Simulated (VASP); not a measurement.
# SiO2 (I-42d) in VASP: notebook, part 2 of 2

VASP 6.6.1.

## Step 3: Single point, PBE (15.07 Å³/atom)

This run uses another cell than the first one, of 15.07 Å³/atom.

INCAR

```
SYSTEM = SiO2
  PREC = Accurate
  ENCUT = 520
  EDIFF = 1E-6
  ISMEAR = 0
  SIGMA = 0.01
  LREAL = .FALSE.
  LASPH = .TRUE.
  NELM = 60
  ALGO = Normal
  ISIF = 2
  LWAVE = .FALSE.
  LCHARG = .FALSE.
  GGA = PE
  NBANDS = 25
```

KPOINTS

```
Automatic mesh
0
G
  6 6 6
  0 0 0
```

POSCAR

```
SiO2
1.0
   -2.4879802239      2.4879802239      3.6521211236
    2.4879802239     -2.4879802239      3.6521211236
    2.4879802239      2.4879802239     -3.6521211236
Si O
2 4
Direct
    0.0000000000      0.0000000000      0.0000000000
    0.7500000000      0.2500000000      0.5000000000
    0.9670112386      0.6250000000      0.8420112386
    0.3750000000      0.2170112386      0.3420112386
    0.7829887614      0.1250000000      0.1579887614
    0.8750000000      0.0329887614      0.6579887614
```

Potentials or basis: VASP PAW PBE potentials, release 64 (Si, O).

The run is started by

```
$ cat potpaw_PBE.64/Si/POTCAR potpaw_PBE.64/O/POTCAR > POTCAR
$ mpirun -np 1 vasp_std > vasp.out
```

OUTCAR:

```text
SYSTEM = SiO2
   PREC = Accurate
   ENCUT = 520
   EDIFF = 1E-6
   ISMEAR = 0
   LREAL = .FALSE.
   LASPH = .TRUE.
   NELM = 60
   ISIF = 2
   GGA = PE

 ion  position               nearest neighbor table
   1  0.000  0.000  0.000-   3 1.61   4 1.61   5 1.61   6 1.61   2 3.09   2 3.09   2 3.09   2 3.09

   2  0.750  0.250  0.500-   3 1.61   4 1.61   5 1.61   6 1.61   1 3.09   1 3.09   1 3.09   1 3.09

   3  0.967  0.625  0.842-   1 1.61   2 1.61
   4  0.375  0.217  0.342-   1 1.61   2 1.61
   5  0.783  0.125  0.158-   1 1.61   2 1.61
   6  0.875  0.033  0.658-   1 1.61   2 1.61

  LATTYP: Found a body centered tetragonal cell.
 ALAT       =     4.9759604478
 C/A-ratio  =     1.4679060101

  Lattice vectors:

 A1 = (  -2.4879802239,   2.4879802239,   3.6521211236)
 A2 = (   2.4879802239,  -2.4879802239,   3.6521211236)
 A3 = (   2.4879802239,   2.4879802239,  -3.6521211236)

Analysis of symmetry for initial positions (statically):
=====================================================================
 Subroutine PRICEL returns:
 Original cell was already a primitive cell.

 Routine SETGRP: Setting up the symmetry group for a
 body centered tetragonal supercell.

 Subroutine GETGRP returns: Found  8 space group operations
 (whereof  4 operations were pure point group operations)
 out of a pool of 16 trial point group operations.

The static configuration has the point symmetry S_4 .
 The point group associated with its full space group is D_2d.

Analysis of symmetry for dynamics (positions and initial velocities):
=====================================================================
 Subroutine PRICEL returns:
 Original cell was already a primitive cell.

 Routine SETGRP: Setting up the symmetry group for a
 body centered tetragonal supercell.

 Subroutine GETGRP returns: Found  8 space group operations
[... 133 lines left out ...]
  volume/ion in A,a.u.               =      15.07       101.71
  Fermi-wavevector in a.u.,A,eV,Ry     =   1.157955  2.188218 18.243516  1.340861
  Thomas-Fermi vector in A             =   2.294562
   LORBIT       =      0    0 simple, 1 ext, 2 COOP (PROOUT), +10 PAW based schemes
   GGA     = PE    functional components
   LHFCALC =     F    Hartree Fock is set to
   AEXX    =    0.0000 exact exchange contribution
   IVDW    =     0    specifies the selected vdW correction
   LEPSILON=     F    determine dielectric tensor
   LRPA    =     F    only Hartree local field effects (RPA)
 non-spin polarized calculation
 Gauss-broadening in eV      SIGMA  =   0.01
  energy-cutoff  :      520.00
  volume of cell :       90.43
 maximum number of plane-waves:      2469
 NGX is ok and might be reduce to    40
   NGX = 19   NGY = 19   NGZ = 19

 number of electron      31.9999998 magnetization

 Free energy of the ion-electron system (eV)
  ---------------------------------------------------
  ext. energy  EPLUGINS =         0.00000000
  ---------------------------------------------------
  free energy    TOTEN  =       -47.44513218 eV

  energy without entropy =      -47.44513218  energy(sigma->0) =      -47.44513218

 E-fermi :  -0.3399     XC(G=0):  -8.1200

 val. band max:       -0.4494904729   @ k =   0.0000   0.0000   0.0000
 cond. band min:       5.4572473440   @ k =   0.0000   0.0000   0.0000
 fundamental gap:      5.9067378169
 Fermi energy:        -0.3399278858

 k-point     1 :       0.0000    0.0000    0.0000
  band No.  band energies     occupation
      1     -19.7069      2.00000
      2     -17.6248      2.00000
      3     -17.6248      2.00000
      4     -17.5679      2.00000
      5      -9.7621      2.00000
      6      -6.0231      2.00000
[... 661 lines left out ...]
     24      12.6136      0.00000
     25      13.1992      0.00000

 [... further k-points ...]

------------------------ aborting loop because EDIFF is reached ----------------------------------------

  FORCE on cell =-STRESS in cart. coord.  units (eV):
  Direction    XX          YY          ZZ          XY          YZ          ZX
  --------------------------------------------------------------------------------------
  -------------------------------------------------------------------------------------
  Total        2.8745673      2.8745673      2.8442730      0.0000000     -0.0000000      0.0000000
  in kB       50.9312165     50.9312165     50.3944669      0.0000000     -0.0000000      0.0000000
  external PRESSURE =      50.7523000 kB  Pullay stress =       0.0000000 kB

 VOLUME and BASIS-vectors are now :
 -----------------------------------------------------------------------------
  energy-cutoff  :      520.00
  volume of cell :       90.43
      direct lattice vectors                 reciprocal lattice vectors
    -2.487980224  2.487980224  3.652121124     0.000000000  0.200966228  0.136906741
     2.487980224 -2.487980224  3.652121124     0.200966228  0.000000000  0.136906741
     2.487980224  2.487980224 -3.652121124     0.200966228  0.200966228  0.000000000

 POSITION                                       TOTAL-FORCE (eV/Angst)
 -----------------------------------------------------------------------------------
      0.00000      0.00000      0.00000         0.000000     -0.000000      0.000000
      0.00000      2.48798      1.82606         0.000000     -0.000000      0.000000
      1.24399      2.94582      2.73909         0.000000      0.310616      0.000000
      0.45784      1.24399      0.91303         0.310616     -0.000000      0.000000
     -1.24399      2.03014      2.73909         0.000000     -0.310616      0.000000
     -0.45784      3.73197      0.91303        -0.310616     -0.000000      0.000000
 -----------------------------------------------------------------------------------
    total drift:                                0.000002      0.000002      0.000002

  FREE ENERGIE OF THE ION-ELECTRON SYSTEM (eV)
  ---------------------------------------------------
  free  energy   TOTEN  =       -47.4451321798 eV

  energy  without entropy=      -47.4451321798  energy(sigma->0) =      -47.44513218
```

OSZICAR:

```text
N       E                     dE             d eps       ncg     rms          rms(c)
DAV:   1     0.181970775584E+03    0.18197E+03   -0.16115E+04  1500   0.114E+03
DAV:   2    -0.414497957391E+02   -0.22342E+03   -0.21335E+03  2064   0.274E+02
DAV:   3    -0.539084792419E+02   -0.12459E+02   -0.12401E+02  2009   0.670E+01
DAV:   4    -0.540317369596E+02   -0.12326E+00   -0.12320E+00  1808   0.763E+00
DAV:   5    -0.540332878192E+02   -0.15509E-02   -0.15505E-02  2013   0.846E-01    0.211E+01
DAV:   6    -0.474478901237E+02    0.65854E+01   -0.20536E+01  1846   0.287E+01    0.104E+01
DAV:   7    -0.474503558066E+02   -0.24657E-02   -0.77255E-01  1975   0.466E+00    0.361E+00
DAV:   8    -0.474393704453E+02    0.10985E-01   -0.40835E-02  1902   0.164E+00    0.141E+00
DAV:   9    -0.474436275246E+02   -0.42571E-02   -0.23971E-02  1925   0.110E+00    0.280E-01
DAV:  10    -0.474451132120E+02   -0.14857E-02   -0.16840E-03  1600   0.254E-01    0.745E-02
DAV:  11    -0.474451240810E+02   -0.10869E-04   -0.38817E-04  1886   0.142E-01    0.183E-02
DAV:  12    -0.474451301235E+02   -0.60425E-05   -0.14796E-05  1803   0.268E-02    0.137E-02
DAV:  13    -0.474451319851E+02   -0.18616E-05   -0.23436E-06  1638   0.112E-02    0.393E-03
DAV:  14    -0.474451321798E+02   -0.19478E-06   -0.15737E-07  1313   0.305E-03
   1 F= -.47445132E+02 E0= -.47445132E+02  d E =-.384844E-56
```

stdout:

```text
POSCAR found type information on POSCAR SiO
 POSCAR found :  2 types and       6 ions
 scaLAPACK will be used
 LDA part: xc-table for (Slater+PW92), standard interpolation
 POSCAR, INCAR and KPOINTS ok, starting setup
 FFT: planning ... GRIDC
 FFT: planning ... GRID_SOFT
 FFT: planning ... GRID
 WAVECAR not read
 entering main loop
```

Run time: 2.4 min. Hardware: 1 thread of AMD EPYC 7R13, shared host; peak memory 0.22 GiB.

What came out:

| Item | Value |
| --- | --- |
| Free energy | -47.4451 eV |
| Pressure | 5.1 GPa |
| Largest force | 0.311 eV/Å |
| Band gap on the k mesh | 5.91 eV |

Forces in eV/Å, atoms in the order of the input:
```
Si   0.000  0.000  0.000
Si   0.000  0.000  0.000
O    0.000  0.311  0.000
O    0.311  0.000  0.000
O    0.000 -0.311  0.000
O   -0.311  0.000  0.000
```

Caveat: the cell stands under pressure.
